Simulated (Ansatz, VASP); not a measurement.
# One calculation of GaN, two programs

```
CELL_PARAMETERS angstrom
0.00000 2.19716 2.30984
2.19716 0.00000 2.30984
2.19716 2.19716 0.00000
ATOMIC_POSITIONS crystal
Ga 0.00000 0.00000 0.00000
N 0.75000 0.75000 0.75000
```

Change from the starting cell: strain -0.025 along x and y, +0.025 along z, atoms carried along.

Alike in both runs: task single point; functional PBE; k mesh 10 × 10 × 10; occupations gaussian, width 0.05 eV; no spin polarisation.

|  | VASP | Ansatz |
| --- | --- | --- |
| version | VASP 6.6.1 | Ansatz 0.2.0 |
| potentials or method | VASP PAW PBE potentials, release 64 (Ga_d, N), cutoff 520 eV | scalar-relativistic, plane waves, PAW |
| valence electrons in the cell | 18 | 18 |

```tsv
	VASP	Ansatz	Ansatz less VASP
gap on the k mesh at the Fermi level (eV)	1.80	1.79	-0.010
least direct gap on the mesh (eV)	1.80	1.79	-0.010
pressure (GPa)	10.2	10.2	0.00
traceless stress, the component that is largest in VASP (GPa)	-4.47	-4.45	+0.018
```
